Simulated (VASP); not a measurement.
A run of VASP 6.6.1 is set up as follows.

The input INCAR:

```
SYSTEM = Hf
  ALGO = Normal
  EDIFF = 1E-8
  ENCUT = 520
  GGA = PE
  ISIF = 2
  ISMEAR = -1
  LASPH = .True.
  LCHARG = .False.
  LEFG = .True.
  LREAL = .False.
  LWAVE = .False.
  NBANDS = 11
  NELM = 100
  PREC = Accurate
  SIGMA = 0.05
```

Contents of KPOINTS:

```
k-points
0
Gamma
  14 14 14
  0 0 0
```

POSCAR

```
Hf
1.0
   -1.7869500000      1.7869500000      1.8050000000
    1.7869500000     -1.7869500000      1.8050000000
    1.7869500000      1.7869500000     -1.8050000000
Hf
1
Direct
    0.0000000000      0.0000000000      0.0000000000
```

Potentials or basis: VASP PAW PBE potentials, release 64 (Hf_pv).

Launch:

```sh
$ cat potpaw_PBE.64/Hf_pv/POTCAR > POTCAR
$ mpirun -np 1 vasp_std > vasp.out
```

(1) What does it give for the pressure?

(2) Estimate the band gap on the k mesh.

## Answers

(1) -3.5 GPa.

(2) zero (band 5 reaches 5.84 eV, above the bottom of band 6 at 3.65 eV).

Caveat: the cell differs from its parent crystal (equal xx and yy strain of -1 %); without QUAD_EFG the Cq values of the log hold for a quadrupole moment of 1 mb, not for the nuclei; spin-orbit coupling is left out, which moves the levels of the heavy elements.
